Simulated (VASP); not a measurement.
Input of a VASP 6.6.1 run:

The input INCAR:

```
SYSTEM = Si4GePt
PREC = Accurate
ENCUT = 520
EDIFF = 1E-6
ISMEAR = 0
SIGMA = 0.1
LREAL = .FALSE.
LASPH = .TRUE.
NELM = 100
ALGO = Normal
ISIF = 2
LWAVE = .FALSE.
LCHARG = .FALSE.
GGA = PE
NBANDS = 29
```

File KPOINTS:

```
regular mesh
0
G
  4 4 4
  0 0 0
```

Contents of POSCAR:

```
Si4GePt
1.0
    2.9362677127     -4.2319974624      0.0000000000
    2.9362677127      4.2319974624      0.0000000000
    0.0000000000      0.0000000000      4.0977128112
Si Ge Pt
4 1 1
Direct
    0.3148693121      0.6851306879      0.0000000000
    0.6851306879      0.3148693121      0.0000000000
    0.5000000000      0.0000000000      0.5000000000
    0.0000000000      0.5000000000      0.5000000000
    0.0000000000      0.0000000000      0.0000000000
    0.5000000000      0.5000000000      0.5000000000
```

Potentials or basis: VASP PAW PBE potentials, release 64 (Si, Ge_d, Pt).

Command:

```console
$ cat potpaw_PBE.64/Si/POTCAR potpaw_PBE.64/Ge_d/POTCAR potpaw_PBE.64/Pt/POTCAR > POTCAR
$ mpirun -np 1 vasp_std > vasp.out
```

**Question.** What does it give for the pressure?

**Answer.** 0.0 GPa.

**Question.** Estimate the band gap on the k mesh.

**Answer.** Zero (band 20 reaches 10.08 eV, above the bottom of band 21 at 7.39 eV).

Stress tensor (GPa, compression positive):
```
 0.18  0.00  0.00
 0.00 -0.21  0.00
 0.00  0.00  0.01
```

Caveat: the k points lie up to 0.38 Å⁻¹ apart; spin-orbit coupling is left out, which moves the levels of the heavy elements.
